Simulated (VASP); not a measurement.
# Ta2N (P-3m1) in VASP: a series of runs

Ta2N is run at these levels: revPBE+U, PBEsol+U, r2SCAN; tasks: single point.

Program: VASP 6.6.1. These are calculated values, not measurements. Logs are shortened: lines on timing, memory, paths and dates and some standing lists are left out, and cuts for length are marked.

## (1) The cell of the first run

It takes space group P-3m1 (No. 164, trigonal). Conventional cell: a = 3.113 Å, b = 3.113 Å, c = 4.870 Å, α = 90.00°, β = 90.00°, γ = 120.00°. Ta (site symmetry 3m) has 3 N at 2.18 Å and 12 Ta at 2.99 to 3.11 Å within 3.2 Å. N (site symmetry -3m) has 6 Ta at 2.18 Å within 2.9 Å.

## (2) Single point, revPBE+U

The input, INCAR:

```
SYSTEM = Ta2N
  PREC = Accurate
  ENCUT = 700
  EDIFF = 1E-6
  ISMEAR = -1
  SIGMA = 0.1
  LREAL = .FALSE.
  LASPH = .TRUE.
  NELM = 200
  ALGO = Normal
  ISIF = 2
  LWAVE = .FALSE.
  LCHARG = .TRUE.
  LMAXMIX = 4
  LDAU = .TRUE.
  LDAUTYPE = 2
  LDAUL = 2 -1
  LDAUU = 4 0
  LDAUJ = 0 0
  LDAUPRINT = 1
  GGA = RE
  LELF = .TRUE.
  LVHAR = .TRUE.
  NBANDS = 22
  GGA_COMPAT = .FALSE.
```

The input, KPOINTS:

```
Automatic mesh
0
G
  10 10 6
  0 0 0
```

The input, POSCAR:

```
Ta2N
1.0
    3.1128615100      0.0000000000      0.0000000000
   -1.5564307550      2.6958171461      0.0000000000
    0.0000000000      0.0000000000      4.8698410000
Ta N
2 1
Direct
    0.3333333333      0.6666666667      0.2547110000
    0.6666666667      0.3333333333      0.7452890000
    0.0000000000      0.0000000000      0.0000000000
```

Potentials or basis: VASP PAW PBE potentials, release 64 (Ta_sv_GW, N).

Command:

```console
$ cat potpaw_PBE.64/Ta_sv_GW/POTCAR potpaw_PBE.64/N/POTCAR > POTCAR
$ mpirun -np 1 vasp_std > vasp.out
```

OUTCAR:

```text
SYSTEM = Ta2N
   PREC = Accurate
   ENCUT = 700
   EDIFF = 1E-6
   ISMEAR = -1
   LREAL = .FALSE.
   LASPH = .TRUE.
   NELM = 200
   ISIF = 2
   GGA = RE

 ion  position               nearest neighbor table
   1  0.333  0.667  0.255-   3 2.18   3 2.18   3 2.18   2 2.99   2 2.99   2 2.99   2 3.06   2 3.06
                             2 3.06
   2  0.667  0.333  0.745-   3 2.18   3 2.18   3 2.18   1 2.99   1 2.99   1 2.99   1 3.06   1 3.06
                             1 3.06
   3  0.000  0.000  0.000-   1 2.18   2 2.18   1 2.18   2 2.18   2 2.18   1 2.18

  LATTYP: Found a hexagonal cell.
 ALAT       =     3.1128615100
 C/A-ratio  =     1.5644258456

  Lattice vectors:

 A1 = (   3.1128615100,   0.0000000000,   0.0000000000)
 A2 = (  -1.5564307550,   2.6958171461,   0.0000000000)
 A3 = (   0.0000000000,   0.0000000000,   4.8698410000)

Analysis of symmetry for initial positions (statically):
=====================================================================
 Subroutine PRICEL returns:
 Original cell was already a primitive cell.

 Routine SETGRP: Setting up the symmetry group for a
 hexagonal supercell.

 Subroutine GETGRP returns: Found 12 space group operations
 (whereof 12 operations were pure point group operations)
 out of a pool of 24 trial point group operations.

The static configuration has the point symmetry D_3d.

Analysis of symmetry for dynamics (positions and initial velocities):
=====================================================================
 Subroutine PRICEL returns:
 Original cell was already a primitive cell.

 Routine SETGRP: Setting up the symmetry group for a
 hexagonal supercell.

 Subroutine GETGRP returns: Found 12 space group operations
 (whereof 12 operations were pure point group operations)
 out of a pool of 24 trial point group operations.

The dynamic configuration has the point symmetry D_3d.

 Subroutine INISYM returns: Found 12 space group operations
 (whereof 12 operations are pure point group operations),
[... 178 lines left out ...]

  0.2124  0.0000 -0.0000 -0.0070  0.0000
  0.0000  0.2118  0.0000  0.0000 -0.0070
 -0.0000  0.0000  0.2374 -0.0000 -0.0000
 -0.0070  0.0000 -0.0000  0.2118 -0.0000
  0.0000 -0.0070 -0.0000 -0.0000  0.2124

spin component  2

  0.2124  0.0000 -0.0000 -0.0070  0.0000
  0.0000  0.2118  0.0000  0.0000 -0.0070
 -0.0000  0.0000  0.2374 -0.0000 -0.0000
 -0.0070  0.0000 -0.0000  0.2118 -0.0000
  0.0000 -0.0070 -0.0000 -0.0000  0.2124

 occupancies and eigenvectors

  o =  0.2051  v = -0.0000 -0.7200 -0.0000 -0.0000 -0.6940  0.0000  0.0000  0.0000  0.0000  0.0000      0.0000  0.0000  0.0000  0.0000  0.0000  0.0000  0.0000  0.0000  0.0000  0.0000
  o =  0.2051  v =  0.0000  0.0000  0.0000  0.0000  0.0000 -0.0000 -0.7200 -0.0000 -0.0000 -0.6940      0.0000  0.0000  0.0000  0.0000  0.0000  0.0000  0.0000  0.0000  0.0000  0.0000
  o =  0.2051  v =  0.0000  0.0000  0.0000  0.0000  0.0000  0.6940 -0.0000 -0.0000  0.7200 -0.0000      0.0000  0.0000  0.0000  0.0000  0.0000  0.0000  0.0000  0.0000  0.0000  0.0000
  o =  0.2051  v =  0.6940 -0.0000 -0.0000  0.7200 -0.0000  0.0000  0.0000  0.0000  0.0000  0.0000      0.0000  0.0000  0.0000  0.0000  0.0000  0.0000  0.0000  0.0000  0.0000  0.0000
  o =  0.2191  v = -0.0000  0.6940 -0.0000  0.0000 -0.7200  0.0000  0.0000  0.0000  0.0000  0.0000      0.0000  0.0000  0.0000  0.0000  0.0000  0.0000  0.0000  0.0000  0.0000  0.0000
  o =  0.2191  v =  0.0000  0.0000  0.0000  0.0000  0.0000 -0.0000  0.6940 -0.0000  0.0000 -0.7200      0.0000  0.0000  0.0000  0.0000  0.0000  0.0000  0.0000  0.0000  0.0000  0.0000
  o =  0.2191  v =  0.7200  0.0000 -0.0000 -0.6940 -0.0000  0.0000  0.0000  0.0000  0.0000  0.0000      0.0000  0.0000  0.0000  0.0000  0.0000  0.0000  0.0000  0.0000  0.0000  0.0000
  o =  0.2191  v =  0.0000  0.0000  0.0000  0.0000  0.0000  0.7200  0.0000 -0.0000 -0.6940 -0.0000      0.0000  0.0000  0.0000  0.0000  0.0000  0.0000  0.0000  0.0000  0.0000  0.0000
  o =  0.2374  v =  0.0000  0.0000  0.0000  0.0000  0.0000  0.0000 -0.0000 -1.0000 -0.0000  0.0000      0.0000  0.0000  0.0000  0.0000  0.0000  0.0000  0.0000  0.0000  0.0000  0.0000
  o =  0.2374  v =  0.0000 -0.0000 -1.0000 -0.0000  0.0000  0.0000  0.0000  0.0000  0.0000  0.0000      0.0000  0.0000  0.0000  0.0000  0.0000  0.0000  0.0000  0.0000  0.0000  0.0000

 number of electron      30.9999999 magnetization

 Free energy of the ion-electron system (eV)
  ---------------------------------------------------
  ext. energy  EPLUGINS =         0.00000000
  ---------------------------------------------------
  free energy    TOTEN  =       -31.16517105 eV

  energy without entropy =      -31.12151764  energy(sigma->0) =      -31.14334435

 E-fermi :  12.6408     XC(G=0): -13.1696

 val. band max:       12.6366804862   @ k =   0.4000   0.1000   0.3333
 cond. band min:      12.6605228063   @ k =   0.2000   0.1000   0.1667
 fundamental gap:      0.0238423201
 Fermi energy:        12.6408043100

 k-point     1 :       0.0000    0.0000    0.0000
  band No.  band energies     occupation
      1     -57.0911      2.00000
      2     -57.0163      2.00000
      3     -23.9929      2.00000
      4     -23.3010      2.00000
      5     -23.3010      2.00000
      6     -23.1779      2.00000
[... 589 lines left out ...]
     21      17.1146      0.00000
     22      18.1246      0.00000

 [... further k-points ...]

------------------------ aborting loop because EDIFF is reached ----------------------------------------

  FORCE on cell =-STRESS in cart. coord.  units (eV):
  Direction    XX          YY          ZZ          XY          YZ          ZX
  --------------------------------------------------------------------------------------
  -------------------------------------------------------------------------------------
  Total        2.9333571      2.9333571      4.1708771      0.0000000      0.0000000      0.0000000
  in kB      115.0033549    115.0033548    163.5207863      0.0000000      0.0000000      0.0000000
  external PRESSURE =     131.1758320 kB  Pullay stress =       0.0000000 kB

 VOLUME and BASIS-vectors are now :
 -----------------------------------------------------------------------------
  energy-cutoff  :      700.00
  volume of cell :       40.87
      direct lattice vectors                 reciprocal lattice vectors
     3.112861510  0.000000000  0.000000000     0.321247828  0.185472520  0.000000000
    -1.556430755  2.695817146  0.000000000     0.000000000  0.370945040  0.000000000
     0.000000000  0.000000000  4.869841000     0.000000000  0.000000000  0.205345513

 POSITION                                       TOTAL-FORCE (eV/Angst)
 -----------------------------------------------------------------------------------
     -0.00000      1.79721      1.24040         0.000000     -0.000000      0.587723
      1.55643      0.89861      3.62944        -0.000000      0.000000     -0.587723
      0.00000      0.00000      0.00000         0.000000      0.000000      0.000000
 -----------------------------------------------------------------------------------
    total drift:                                0.000000     -0.000000     -0.000000

  FREE ENERGIE OF THE ION-ELECTRON SYSTEM (eV)
  ---------------------------------------------------
  free  energy   TOTEN  =       -31.1651710511 eV

  energy  without entropy=      -31.1215176391  energy(sigma->0) =      -31.14334435
```

Wall time 69 s (1 thread of Intel Xeon Platinum 8488C (Sapphire Rapids), shared host); peak memory 0.25 GiB.

Results:

```
Free energy            : -31.1652 eV
Pressure               : 13.1 GPa
Largest force          : 0.588 eV/Å
Band gap on the k mesh : zero (an odd number of electrons rules out a gap without spin polarisation)
```

Forces in eV/Å, atoms in the order of the input:
```
Ta   0.000  0.000  0.588
Ta   0.000  0.000 -0.588
N    0.000  0.000  0.000
```

Levels at points of the mesh, in eV from the Fermi level:
```csv
k point,band 12,band 13,band 14,band 15,band 16,band 17,band 18,band 19
"(0.00, 0.00, 0.00)",-6.24,-5.63,-0.67,-0.14,-0.14,0.03,0.40,0.40
"(0.50, 0.00, 0.00)",-6.55,-4.62,-2.95,-1.76,1.79,1.84,3.70,4.05
"(0.00, 0.00, 0.50)",-6.39,-3.12,-3.06,-1.03,-1.03,1.37,1.63,2.42
"(0.50, 0.00, 0.50)",-6.34,-3.46,-2.55,-2.41,-0.43,0.80,3.47,3.49
```

Eigenvalues of the final occupation matrices:
```csv
site,spin,trace,eigenvalues
site 1 d,1,1.09,0.21 0.21 0.22 0.22 0.24
site 1 d,2,1.09,0.21 0.21 0.22 0.22 0.24
site 2 d,1,1.09,0.21 0.21 0.22 0.22 0.24
site 2 d,2,1.09,0.21 0.21 0.22 0.22 0.24
```

Caveat: the cell stands under pressure; the PAW data sets were made with another functional, which shifts forces and pressure a little; spin-orbit coupling is left out, which moves the levels of the heavy elements; U without spin polarisation on a metal has little footing.

## (3) Single point, PBEsol+U

This run uses another cell than the first one, of 13.89 Å³/atom.

The input, INCAR:

```
SYSTEM = Ta2N
PREC = Accurate ; ENCUT = 700
EDIFF = 1E-6 ; ISMEAR = 0
SIGMA = 0.1 ; LREAL = .FALSE.
LASPH = .TRUE. ; NELM = 200
ALGO = Normal ; ISIF = 2
LWAVE = .FALSE. ; LCHARG = .FALSE.
LMAXMIX = 4 ; LDAU = .TRUE.
LDAUTYPE = 2 ; LDAUL = 2 -1
LDAUU = 2 0 ; LDAUJ = 0 0
LDAUPRINT = 1 ; GGA = PS
NBANDS = 22 ; GGA_COMPAT = .FALSE.
```

The input, KPOINTS:

```
regular mesh
0
G
  10 10 6
  0 0 0
```

The input, POSCAR:

```
Ta2N
1.0
    3.1334770837      0.0000000000      0.0000000000
   -1.5667385418      2.7136707566      0.0000000000
    0.0000000000      0.0000000000      4.9020925425
Ta N
2 1
Direct
    0.3333333333      0.6666666667      0.2547110000
    0.6666666667      0.3333333333      0.7452890000
    0.0000000000      0.0000000000      0.0000000000
```

Potentials or basis: VASP PAW PBE potentials, release 64 (Ta_sv_GW, N).

Command:

```console
$ cat potpaw_PBE.64/Ta_sv_GW/POTCAR potpaw_PBE.64/N/POTCAR > POTCAR
$ mpirun -np 1 vasp_std > vasp.out
```

Run time: 79 s. Hardware: 1 thread of Intel Xeon Platinum 8375C at 2.90GHz (Ice Lake), shared host; peak memory 0.24 GiB.

The run converged. Its results:

```
Free energy            : -37.9186 eV
Pressure               : -8.9 GPa
Largest force          : 0.111 eV/Å
Band gap on the k mesh : zero (an odd number of electrons rules out a gap without spin polarisation)
```

Forces on the atoms (eV/Å):
```
Ta   0.000  0.000 -0.111
Ta   0.000  0.000  0.111
N    0.000  0.000  0.000
```

Stress tensor (GPa, compression positive):
```
-9.71  0.00  0.00
 0.00 -9.71  0.00
 0.00  0.00 -7.21
```

Levels at points of the mesh, in eV from the Fermi level:
| k point | band 13 | band 14 | band 15 | band 16 | band 17 | band 18 |
| --- | --- | --- | --- | --- | --- | --- |
| (0.00, 0.00, 0.00) | -5.24 | -0.66 | -0.20 | -0.20 | 0.19 | 0.31 |
| (0.50, 0.00, 0.00) | -4.47 | -2.71 | -1.53 | 1.73 | 1.82 | 3.59 |
| (0.00, 0.00, 0.50) | -2.89 | -2.82 | -1.06 | -1.06 | 1.53 | 1.68 |
| (0.50, 0.00, 0.50) | -3.30 | -2.30 | -2.24 | -0.32 | 0.73 | 3.27 |

Eigenvalues of the final occupation matrices:
| site | spin | trace | eigenvalues |
| --- | --- | --- | --- |
| site 1 d | 1 | 1.12 | 0.21 0.21 0.23 0.23 0.24 |
| site 1 d | 2 | 1.12 | 0.21 0.21 0.23 0.23 0.24 |
| site 2 d | 1 | 1.12 | 0.21 0.21 0.23 0.23 0.24 |
| site 2 d | 2 | 1.12 | 0.21 0.21 0.23 0.23 0.24 |

Caveat: the cell stands under tension; the PAW data sets were made with another functional, which shifts forces and pressure a little; spin-orbit coupling is left out, which moves the levels of the heavy elements; U without spin polarisation on a metal has little footing.

[end of part 1 of 2]

The gap in the log of VASP goes by the Fermi energy; the results here count the filled bands.